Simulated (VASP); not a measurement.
A run of VASP 6.6.1 is set up as follows.

INCAR

```
SYSTEM = Ge2Sb2Te5
PREC = Accurate
ENCUT = 520
EDIFF = 1E-6
ISMEAR = 0
SIGMA = 0.01
LREAL = .False.
LASPH = .True.
NELM = 60
ALGO = Normal
ISIF = 2
LWAVE = .False.
LCHARG = .False.
GGA = PS
NBANDS = 44
```

The input KPOINTS:

```
regular mesh
0
Gamma
  9 9 2
  0 0 0
```

The input POSCAR:

```
Ge2Sb2Te5
1.0
    4.2231092102      0.0000000000      0.0000000000
   -2.1115546051      3.6573198590      0.0000000000
    0.0000000000      0.0000000000     16.8776221734
Ge Sb Te
2 2 5
Direct
    0.3333333333      0.6666666667      0.8996799135
    0.6666666667      0.3333333333      0.1003200865
    0.0000000000      0.0000000000      0.6830309343
    0.0000000000      0.0000000000      0.3169690657
    0.0000000000      0.0000000000      0.0000000000
    0.6666666667      0.3333333333      0.8015269199
    0.3333333333      0.6666666667      0.1984730801
    0.3333333333      0.6666666667      0.5810876999
    0.6666666667      0.3333333333      0.4189123001
```

Potentials or basis: VASP PAW PBE potentials, release 64 (Ge_d, Sb, Te).

The run is started by

```console
$ cat potpaw_PBE.64/Ge_d/POTCAR potpaw_PBE.64/Sb/POTCAR potpaw_PBE.64/Te/POTCAR > POTCAR
$ mpirun -np 1 vasp_std > vasp.out
```

**Question.** What does it give for the band gap on the k mesh?

**Answer.** 0.14 eV.

**Question.** What does it give for the pressure?

**Answer.** 0.0 GPa.

**Question.** Predict the largest force.

**Answer.** 0.036 eV/Å.

Forces in eV/Å, atoms in the order of the input:
```
Ge   0.000  0.000  0.000
Ge   0.000  0.000  0.000
Sb   0.000  0.000  0.034
Sb   0.000  0.000 -0.034
Te   0.000  0.000  0.000
Te   0.000  0.000 -0.007
Te   0.000  0.000  0.007
Te   0.000  0.000 -0.036
Te   0.000  0.000  0.036
```

Caveat: the PAW data sets were made with another functional, which shifts forces and pressure a little; spin-orbit coupling is left out, which moves the levels of the heavy elements; an odd mesh through Γ misses points on the zone boundary, where band edges can lie.
